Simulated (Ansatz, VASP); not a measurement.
## PtS2: VASP beside Ansatz

```
Pt S
1.0
     3.55095    0.00000    0.00000
    -1.77547    3.07521    0.00000
     0.00000    0.00000    5.20029
Pt S
1 2
Direct
  0.00000 0.00000 0.00000
  0.33333 0.66667 0.23568
  0.66667 0.33333 0.76432
```

Alike in both runs: functional r2SCAN; dispersion D4; k mesh 9 × 9 × 6; occupations fermi-dirac, width 0.05 eV; no spin polarisation.

Ansatz relaxed the structure, and its values are those at the end. VASP's run is a single point on that final structure, the one shown.

|  | VASP | Ansatz |
| --- | --- | --- |
| version | VASP 6.6.1 | Ansatz 0.2.0 |
| potentials or method | VASP PAW PBE potentials, release 64 (Pt, S), cutoff 520 eV | plane waves, PAW |
| valence electrons in the cell | 22 | 30 |

Ansatz gave:

```
pressure (GPa) : 0.0
```

Question: Estimate VASP's values.

Answer: Pressure (GPa): -0.1.

VASP's potentials were made for PBE, not for r2SCAN. VASP's potentials hold 22 valence electrons a cell and Ansatz's 30, so a difference there can come from the potentials and not from the codes.

Neither program's run includes spin-orbit coupling.
